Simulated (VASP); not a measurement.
Wanted: the native input for a VASP 6.6.1 run.

```yaml
Task: single point
Functional: PBEsol
Potentials_or_basis: VASP PAW PBE potentials, release 64 (Ca_sv, Si, H)
Cutoff: 520 eV
k_mesh: 6 × 4 × 4
Occupations: fermi-dirac, width 0.05 eV
Spin: no spin polarisation
Dipole_correction: no
Further_INCAR_settings: ALGO = Normal; EDIFF = 1e-07; NBANDS = 20
```

The structure of CaSiH6 lies in POSCAR:

```
CaSiH6
1.0
    3.9253869805     -0.7575481761     -0.1812574950
   -0.8945124696      2.8667301330      3.1771130744
    0.4572503691     -2.8571233373      3.1815277960
Ca Si H
1 1 6
Direct
    0.6264778151      0.4382739103      0.5599226699
   -0.3735216914      0.9382729832      1.0599222385
   -0.1751403576      1.0280194115      0.3456199805
   -0.0243861020      0.2322018700      0.8093309849
    0.2773427690      0.6443444192      0.3105139244
    0.8267574324      0.6848619003     -0.0080520129
    0.4280967159     -0.1514729508      0.7742251625
    0.4261988556      0.1916839415      0.1278965778
```

These files were run (other wordings do the same):

INCAR

```
PREC = Accurate
ENCUT = 520
EDIFF = 1E-7
ISMEAR = -1
SIGMA = 0.05
LREAL = False
LASPH = True
NELM = 60
ALGO = Normal
ISIF = 2
LWAVE = False
LCHARG = False
GGA = PS
NBANDS = 20
```

KPOINTS

```
Automatic mesh
0
Gamma
  6 4 4
```

Potentials or basis: VASP PAW PBE potentials, release 64 (Ca_sv, Si, H).

Run with:

```console
$ cat potpaw_PBE.64/Ca_sv/POTCAR potpaw_PBE.64/Si/POTCAR potpaw_PBE.64/H/POTCAR > POTCAR
$ mpirun -np 1 vasp_std > vasp.out
```

Results of the run:

```json
{"Pressure": "0.0 GPa", "Largest force": "0.006 eV/Å", "Band gap on the k mesh": "1.27 eV (least direct gap 2.52 eV)"}
```

Caveat: the PAW data sets were made with another functional, which shifts forces and pressure a little.

It took 110 s on 1 thread of Oxide Virtual Turin-like Processor, on a shared host, peak memory 0.19 GiB.
